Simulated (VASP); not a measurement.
Set up this calculation in VASP 6.6.1, as the native input.

| Quantity | Value |
| --- | --- |
| Task | single point |
| Functional | r2SCAN |
| Potentials or basis | VASP PAW PBE potentials, release 64 (Al, N) |
| Cutoff | 520 eV |
| k mesh | 8 × 8 × 4 |
| Occupations | gaussian, width 0.05 eV |
| Spin | no spin polarisation |
| Dipole correction | no |
| Further INCAR settings | ALGO = Normal; EDIFF = 1e-06; NBANDS = 16 |

AlN:

```xyz
4
Lattice="2.9333 0.0000 0.0000 -1.4666 2.5403 0.0000 0.0000 0.0000 4.4678" Properties=species:S:1:pos:R:3 pbc="T T T"
Al    0.0000    1.6935   -0.0405
Al    1.4666    0.8468    2.1934
N     0.0000    1.6935    1.7383
N     1.4666    0.8468    3.9722
```

The input as run:

POSCAR

```
AlN
1.0
    2.9332725564      0.0000000000      0.0000000000
   -1.4666362782      2.5402885501      0.0000000000
    0.0000000000      0.0000000000      4.4678213993
Al N
2 2
Direct
    0.3333333333      0.6666666667     -0.0090733965
    0.6666666667      0.3333333333      0.4909266035
    0.3333333333      0.6666666667      0.3890733965
    0.6666666667      0.3333333333      0.8890733965
```

INCAR.step1

```
SYSTEM = AlN
  ALGO = Normal
  EDIFF = 1E-4
  ENCUT = 520
  GGA = PE
  ISMEAR = 0
  LASPH = .True.
  LCHARG = .False.
  LREAL = .False.
  LWAVE = .True.
  NBANDS = 16
  NELM = 100
  PREC = Accurate
  SIGMA = 0.05
```

INCAR.step2

```
SYSTEM = AlN
  ALGO = Normal
  EDIFF = 1E-6
  ENCUT = 520
  ISIF = 2
  ISMEAR = 0
  ISTART = 1
  LASPH = .True.
  LCHARG = .False.
  LMIXTAU = .True.
  LREAL = .False.
  LWAVE = .False.
  METAGGA = R2SCAN
  NBANDS = 16
  NELM = 100
  PREC = Accurate
  SIGMA = 0.05
```

KPOINTS

```
k-points
0
Gamma
  8 8 4
  0 0 0
```

Potentials or basis: VASP PAW PBE potentials, release 64 (Al, N).

The run is started by

```bash
$ cat potpaw_PBE.64/Al/POTCAR potpaw_PBE.64/N/POTCAR > POTCAR
$ cp INCAR.step1 INCAR
$ mpirun -np 1 vasp_std > vasp.out
$ cp INCAR.step2 INCAR
$ mpirun -np 1 vasp_std > vasp.out
```

It gave:

The pressure is 69.7 GPa. The largest force is 0.003 eV/Å and the band gap on the k mesh is 5.85 eV (least direct gap 6.63 eV).

Caveat: the cell stands under pressure; the PAW data sets were made with another functional, which shifts forces and pressure a little.

Wall time 90 s on 1 thread of Intel Xeon 8259CL, with other jobs on the host, peak memory 0.16 GiB.
